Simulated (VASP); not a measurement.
The system is Re.

```xyz
2
Lattice="2.7600 0.0000 0.0000 -1.3800 2.3902 0.0000 0.0000 0.0000 4.4574" Properties=species:S:1:pos:R:3 pbc="T T T"
Re    0.0000    1.5935    3.3430
Re    1.3800    0.7967    1.1143
```

| Property | Result |
| --- | --- |
| Program | VASP 6.6.1 |
| Task | relaxation of cell and atoms |
| Functional | LDA |
| Potentials or basis | VASP PAW LDA potentials, release 64 (Re) |
| Cutoff | 600 eV |
| k mesh | 18 × 18 × 10 |
| Occupations | gaussian, width 0.05 eV |
| Spin | no spin polarisation |

At the start: pressure -8.5 GPa; volume 14.70 Å³/atom.

Task: Where does the relaxation end?

Result: Over 10 steps the energy falls by 8.6 meV/atom and the volume is 14.39 Å³/atom (-2.1 %); space group P6_3/mmc (No. 194, to 0.1 Å) before and after.

Step by step:
| step | energy change (eV) | largest force (eV/Å) | pressure (GPa) | volume (Å³) |
| --- | --- | --- | --- | --- |
| 1 | 0.0000 | 0.0000 | -8.52 | 29.41 |
| 2 | 0.3337 | 0.0000 | 47.53 | 26.20 |
| 3 | -0.0171 | 0.0000 | -0.38 | 28.80 |
| 4 | -0.0171 | 0.0000 | -0.06 | 28.78 |
| 5 | -0.0171 | 0.0000 | 0.13 | 28.77 |
| 6 | -0.0171 | 0.0000 | -0.43 | 28.81 |
| 7 | -0.0171 | 0.0000 | -0.09 | 28.78 |
| 8 | -0.0171 | 0.0000 | -0.08 | 28.78 |
| 9 | -0.0171 | 0.0000 | 0.09 | 28.77 |
| 10 | -0.0171 | 0.0000 | 0.01 | 28.77 |

Final structure:
```
CELL_PARAMETERS angstrom
2.74111 0.00000 0.00000
-1.37055 2.37387 0.00000
0.00000 0.00000 4.42201
ATOMIC_POSITIONS crystal
Re 0.33333 0.66667 0.75000
Re 0.66667 0.33333 0.25000
```
